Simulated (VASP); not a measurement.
# Mg5CdTe6 (P-4m2) in VASP: single point with PBE

Aim: the single point of Mg5CdTe6 with PBE.

Program: VASP 6.6.1. These are calculated values, not measurements. Logs are shortened: lines on timing, memory, paths and dates and some standing lists are left out, and cuts for length are marked.

### 1 The cell of the first run

The structure is tetragonal, space group P-4m2 (No. 115). The conventional cell has a = 4.620 Å, b = 4.620 Å, c = 19.547 Å, α = 90.00°, β = 90.00°, γ = 90.00°. Within 3.7 Å of Mg (site symmetry 2mm) lie 4 Te at 2.82 Å. Mg (site symmetry 2mm) has 4 Te at 2.82 Å within 3.7 Å. Mg (site symmetry -4m2) has 4 Te at 2.82 Å within 3.7 Å. Within 3.8 Å of Cd (site symmetry -4m2) lie 4 Te at 2.86 Å. Within 3.7 Å of Te (site symmetry 2mm) lie 4 Mg at 2.82 Å. Within 3.7 Å of Te (site symmetry 2mm) lie 4 Mg at 2.82 Å. Te (site symmetry 2mm) has 2 Mg at 2.82 Å and 2 Cd at 2.86 Å within 3.7 Å.

### 2 Single point, PBE

INCAR reads:

```
SYSTEM = Mg5CdTe6
PREC = Accurate
ENCUT = 520
EDIFF = 1E-7
ISMEAR = 0
SIGMA = 0.02
LREAL = .False.
LASPH = .True.
NELM = 80
ALGO = Normal
ISIF = 2
LWAVE = .False.
LCHARG = .True.
GGA = PE
LELF = .True.
LVHAR = .True.
NBANDS = 41
```

KPOINTS reads:

```
Automatic mesh
0
Gamma
  6 6 2
  0 0 0
```

POSCAR reads:

```
Mg5CdTe6
1.0
    4.6198092374      0.0000000000      0.0000000000
    0.0000000000      4.6198092374      0.0000000000
    0.0000000000      0.0000000000     19.5474588496
Mg Cd Te
5 1 6
Direct
    0.0000000000      0.0000000000      0.8314081049
    0.5000000000      0.5000000000      0.6656837744
    0.0000000000      0.0000000000      0.5000000000
    0.5000000000      0.5000000000      0.3343162256
    0.0000000000      0.0000000000      0.1685918951
    0.5000000000      0.5000000000      0.0000000000
    0.5000000000      0.0000000000      0.5828386218
    0.0000000000      0.5000000000      0.4171613782
    0.5000000000      0.0000000000      0.2514470906
    0.0000000000      0.5000000000      0.0862669618
    0.5000000000      0.0000000000      0.9137330382
    0.0000000000      0.5000000000      0.7485529094
```

Potentials or basis: VASP PAW PBE potentials, release 64 (Mg, Cd, Te).

Command:

```sh
cat potpaw_PBE.64/Mg/POTCAR potpaw_PBE.64/Cd/POTCAR potpaw_PBE.64/Te/POTCAR > POTCAR
mpirun -np 1 vasp_std > vasp.out
```

OUTCAR:

```text
SYSTEM = Mg5CdTe6
   PREC = Accurate
   ENCUT = 520
   EDIFF = 1E-7
   ISMEAR = 0
   LREAL = .False.
   LASPH = .True.
   NELM = 80
   ISIF = 2
   GGA = PE

 ion  position               nearest neighbor table
   1  0.000  0.000  0.831-  11 2.82  11 2.82  12 2.82  12 2.82
   2  0.500  0.500  0.666-   7 2.82   7 2.82  12 2.82  12 2.82
   3  0.000  0.000  0.500-   7 2.82   8 2.82   8 2.82   7 2.82
   4  0.500  0.500  0.334-   8 2.82   8 2.82   9 2.82   9 2.82
   5  0.000  0.000  0.169-  10 2.82  10 2.82   9 2.82   9 2.82
   6  0.500  0.500  0.000-  10 2.86  11 2.86  11 2.86  10 2.86
   7  0.500  0.000  0.583-   3 2.82   3 2.82   2 2.82   2 2.82
   8  0.000  0.500  0.417-   3 2.82   3 2.82   4 2.82   4 2.82
   9  0.500  0.000  0.251-   5 2.82   5 2.82   4 2.82   4 2.82
  10  0.000  0.500  0.086-   5 2.82   5 2.82   6 2.86   6 2.86
  11  0.500  0.000  0.914-   1 2.82   1 2.82   6 2.86   6 2.86
  12  0.000  0.500  0.749-   1 2.82   1 2.82   2 2.82   2 2.82

  LATTYP: Found a simple tetragonal cell.
 ALAT       =     4.6198092374
 C/A-ratio  =     4.2312264090

  Lattice vectors:

 A1 = (   4.6198092374,   0.0000000000,   0.0000000000)
 A2 = (   0.0000000000,   4.6198092374,   0.0000000000)
 A3 = (   0.0000000000,   0.0000000000,  19.5474588496)

Analysis of symmetry for initial positions (statically):
=====================================================================
 Subroutine PRICEL returns:
 Original cell was already a primitive cell.

 Routine SETGRP: Setting up the symmetry group for a
 simple tetragonal supercell.

 Subroutine GETGRP returns: Found  8 space group operations
 (whereof  8 operations were pure point group operations)
 out of a pool of 16 trial point group operations.

The static configuration has the point symmetry D_2d.

Analysis of symmetry for dynamics (positions and initial velocities):
=====================================================================
 Subroutine PRICEL returns:
 Original cell was already a primitive cell.

 Routine SETGRP: Setting up the symmetry group for a
 simple tetragonal supercell.

 Subroutine GETGRP returns: Found  8 space group operations
 (whereof  8 operations were pure point group operations)
 out of a pool of 16 trial point group operations.

The dynamic configuration has the point symmetry D_2d.

 Subroutine INISYM returns: Found  8 space group operations
 (whereof  8 operations are pure point group operations),
 and found     1 'primitive' translations

----------------------------------------------------------------------------------------

                                     Primitive cell

  volume of cell :     417.1943

  direct lattice vectors                    reciprocal lattice vectors
     4.619809237  0.000000000  0.000000000     0.216459154  0.000000000  0.000000000
     0.000000000  4.619809237  0.000000000     0.000000000  0.216459154  0.000000000
     0.000000000  0.000000000 19.547458850     0.000000000  0.000000000  0.051157545

  length of vectors
     4.619809237  4.619809237 19.547458850     0.216459154  0.216459154  0.051157545

  position of ions in fractional coordinates (direct lattice)
     0.000000000  0.000000000  0.831408105
     0.500000000  0.500000000  0.665683774
     0.000000000  0.000000000  0.500000000
     0.500000000  0.500000000  0.334316226
     0.000000000  0.000000000  0.168591895
     0.500000000  0.500000000  0.000000000
     0.500000000  0.000000000  0.582838622
     0.000000000  0.500000000  0.417161378
     0.500000000  0.000000000  0.251447091
     0.000000000  0.500000000  0.086266962
     0.500000000  0.000000000  0.913733038
     0.000000000  0.500000000  0.748552909

  ion indices of the primitive-cell ions
   primitive index   ion index
                 1           1
                 2           2
                 3           3
                 4           4
                 5           5
                 6           6
                 7           7
                 8           8
                 9           9
                10          10
                11          11
                12          12

----------------------------------------------------------------------------------------

 KPOINTS: Automatic mesh

Automatic generation of k-mesh.
 Grid dimensions read from file:
 generate k-points for:    6    6    2

 Generating k-lattice:

  Cartesian coordinates                     Fractional coordinates (reciprocal lattice)
     0.036076526  0.000000000  0.000000000     0.166666667  0.000000000  0.000000000
     0.000000000  0.036076526  0.000000000     0.000000000  0.166666667  0.000000000
     0.000000000  0.000000000  0.025578772     0.000000000  0.000000000  0.500000000

  Length of vectors
     0.036076526  0.036076526  0.025578772

  Shift w.r.t. Gamma in fractional coordinates (k-lattice)
     0.000000000  0.000000000  0.000000000

 Subroutine IBZKPT returns following result:
 ===========================================

 Found     20 irreducible k-points:

 Following reciprocal coordinates:
            Coordinates               Weight
  0.000000  0.000000  0.000000      1.000000
  0.166667  0.000000  0.000000      4.000000
  0.333333  0.000000  0.000000      4.000000
  0.500000  0.000000  0.000000      2.000000
  0.166667  0.166667  0.000000      4.000000
  0.333333  0.166667  0.000000      8.000000
[... 12 lines left out ...]
  0.500000  0.333333  0.500000      4.000000
  0.500000  0.500000  0.500000      1.000000
   k-points           NKPTS =     20   k-points in BZ     NKDIM =     20   number of bands    NBANDS=     41
   number of dos      NEDOS =    301   number of ions     NIONS =     12
   total plane-waves  NPLWV = 194400
   dimension x,y,z NGX =    36 NGY =   36 NGZ =  150
   dimension x,y,z NGXF=    72 NGYF=   72 NGZF=  300
   ions per type =               5   1   6
   NGX,Y,Z   is equivalent  to a cutoff of  12.95, 12.95, 12.76 a.u.
   NGXF,Y,Z  is equivalent  to a cutoff of  25.91, 25.91, 25.51 a.u.
 SYSTEM =  Mg5CdTe6
   PREC   = accura    normal or accurate (medium, high low for compatibility)
   ISTART =      0    job   : 0-new  1-cont  2-samecut
   ICHARG =      2    charge: 1-file 2-atom 10-const
   ISPIN  =      1    spin polarized calculation?
   LNONCOLLINEAR =      F non collinear calculations
   LSORBIT =      F    spin-orbit coupling
   LASPH  =      T    aspherical Exc in radial PAW
   ENCUT  =  520.0 eV  38.22 Ry    6.18 a.u.   8.59  8.59 36.35*2*pi/ulx,y,z
   NELM   =     80;   NELMIN=  2; NELMDL= -5     # of ELM steps
   EDIFF  = 0.1E-06   stopping-criterion for ELM
   LREAL  =      F    real-space projection
   EDIFFG = 0.1E-05   stopping-criterion for IOM
   NSW    =      0    number of steps for IOM
   IBRION =     -1    ionic relax: 0-MD 1-quasi-New 2-CG
   NFREE  =      0    steps in history (QN), initial steepest desc. (CG)
   ISIF   =      2    stress and relaxation
   ISYM   =      2    0-nonsym 1-usesym 2-fastsym
   POTIM  = 0.5000    time-step for ionic-motion
   TEBEG  =    0.0;   TEEND  =   0.0 temperature during run
   PSTRESS=    0.0 pullay stress
   NELECT =      58.0000    total number of electrons
   NUPDOWN=      -1.0000    fix difference up-down
   EMIN   =  10.00;   EMAX   =-10.00  energy-range for DOS
   EFERMI =   0.00;   METHOD = LEGACY
   ISMEAR =     0;   SIGMA  =   0.02  broadening in eV -4-tet -1-fermi 0-gaus
   EFERMI_NEDOS =   21; number of points for ismear=-14 and -15
   IALGO  =     38    algorithm
   IMIX   =      4    mixing-type and parameters
     AMIX     =   0.40;   BMIX     =  1.00
     AMIX_MAG =   1.60;   BMIX_MAG =  1.00
  volume/ion in A,a.u.               =      34.77       234.61
  Fermi-wavevector in a.u.,A,eV,Ry     =   0.848082  1.602643  9.785905  0.719244
  Thomas-Fermi vector in A             =   1.963690
   LORBIT       =      0    0 simple, 1 ext, 2 COOP (PROOUT), +10 PAW based schemes
   GGA     = PE    functional components
   LHFCALC =     F    Hartree Fock is set to
   AEXX    =    0.0000 exact exchange contribution
   IVDW    =     0    specifies the selected vdW correction
   LEPSILON=     F    determine dielectric tensor
   LRPA    =     F    only Hartree local field effects (RPA)
 non-spin polarized calculation
 Gauss-broadening in eV      SIGMA  =   0.02
  energy-cutoff  :      520.00
  volume of cell :      417.19
 maximum number of plane-waves:     11280
 NGX is ok and might be reduce to    36
   NGX = 17   NGY = 17   NGZ = 73

 number of electron      57.9999995 magnetization

 Free energy of the ion-electron system (eV)
  ---------------------------------------------------
  ext. energy  EPLUGINS =         0.00000000
  ---------------------------------------------------
  free energy    TOTEN  =       -36.81538445 eV

  energy without entropy =      -36.81538445  energy(sigma->0) =      -36.81538445

 E-fermi :   1.8783     XC(G=0):  -7.8593

 val. band max:        1.7912679114   @ k =   0.0000   0.0000   0.0000
 cond. band min:       3.6853264892   @ k =   0.0000   0.0000   0.0000
 fundamental gap:      1.8940585778
 Fermi energy:         1.8783394249

 k-point     1 :       0.0000    0.0000    0.0000
  band No.  band energies     occupation
      1      -8.5096      2.00000
      2      -8.3499      2.00000
      3      -8.3377      2.00000
      4      -8.0620      2.00000
      5      -7.9364      2.00000
      6      -7.7591      2.00000
[... 33 lines left out ...]
     40       6.1869      0.00000
     41       7.0172      0.00000

 k-point     2 :       0.1667    0.0000    0.0000
  band No.  band energies     occupation
      1      -8.4358      2.00000
      2      -8.2900      2.00000
      3      -8.2718      2.00000
      4      -8.0354      2.00000
      5      -7.9112      2.00000
      6      -7.7569      2.00000
[... 781 lines left out ...]
     40       6.6345      0.00000
     41       6.7307      0.00000

 k-point    20 :       0.5000    0.5000    0.5000
  band No.  band energies     occupation
      1      -7.9900      2.00000
      2      -7.9900      2.00000
      3      -7.7163      2.00000
      4      -7.7163      2.00000
      5      -7.7129      2.00000
      6      -7.7129      2.00000
[... 33 lines left out ...]
     40       6.9301      0.00000
     41       7.1647      0.00000

------------------------ aborting loop because EDIFF is reached ----------------------------------------

  FORCE on cell =-STRESS in cart. coord.  units (eV):
  Direction    XX          YY          ZZ          XY          YZ          ZX
  --------------------------------------------------------------------------------------
  -------------------------------------------------------------------------------------
  Total        0.0042341      0.0042341     -0.0083393      0.0000000      0.0000000      0.0000000
  in kB        0.0162606      0.0162606     -0.0320258      0.0000000      0.0000000      0.0000000
  external PRESSURE =       0.0001651 kB  Pullay stress =       0.0000000 kB

 VOLUME and BASIS-vectors are now :
 -----------------------------------------------------------------------------
  energy-cutoff  :      520.00
  volume of cell :      417.19
      direct lattice vectors                 reciprocal lattice vectors
     4.619809237  0.000000000  0.000000000     0.216459154  0.000000000  0.000000000
     0.000000000  4.619809237  0.000000000     0.000000000  0.216459154  0.000000000
     0.000000000  0.000000000 19.547458850     0.000000000  0.000000000  0.051157545

 POSITION                                       TOTAL-FORCE (eV/Angst)
 -----------------------------------------------------------------------------------
      0.00000      0.00000     16.25192        -0.000000      0.000000     -0.000479
      2.30990      2.30990     13.01243        -0.000000      0.000000      0.000259
      0.00000      0.00000      9.77373        -0.000000      0.000000     -0.000000
      2.30990      2.30990      6.53503        -0.000000      0.000000     -0.000259
      0.00000      0.00000      3.29554        -0.000000      0.000000      0.000479
      2.30990      2.30990      0.00000        -0.000000     -0.000000     -0.000000
      2.30990      0.00000     11.39301        -0.000000      0.000000      0.000300
      0.00000      2.30990      8.15444        -0.000000      0.000000     -0.000300
      2.30990      0.00000      4.91515        -0.000000      0.000000      0.000318
      0.00000      2.30990      1.68630         0.000000      0.000000      0.018725
      2.30990      0.00000     17.86116        -0.000000      0.000000     -0.018725
      0.00000      2.30990     14.63231         0.000000      0.000000     -0.000318
 -----------------------------------------------------------------------------------
    total drift:                                0.000000      0.000000     -0.000000

  FREE ENERGIE OF THE ION-ELECTRON SYSTEM (eV)
  ---------------------------------------------------
  free  energy   TOTEN  =       -36.8153844495 eV

  energy  without entropy=      -36.8153844495  energy(sigma->0) =      -36.81538445
```

It took 7.4 min on 1 thread of Intel Xeon Platinum 8259CL at 2.50GHz (Skylake/Cascade Lake), shared host; peak memory 0.64 GiB.

What came out:

| Quantity | Value |
| --- | --- |
| Free energy | -36.8154 eV |
| Pressure | 0.0 GPa |
| Largest force | 0.019 eV/Å |
| Band gap on the k mesh | 1.89 eV, direct |

Forces on the atoms (eV/Å):
```
Mg   0.000  0.000  0.000
Mg   0.000  0.000  0.000
Mg   0.000  0.000  0.000
Mg   0.000  0.000  0.000
Mg   0.000  0.000  0.000
Cd   0.000  0.000  0.000
Te   0.000  0.000  0.000
Te   0.000  0.000  0.000
Te   0.000  0.000  0.000
Te   0.000  0.000  0.019
Te   0.000  0.000 -0.019
Te   0.000  0.000  0.000
```

Caveat: spin-orbit coupling is left out, which moves the levels of the heavy elements.
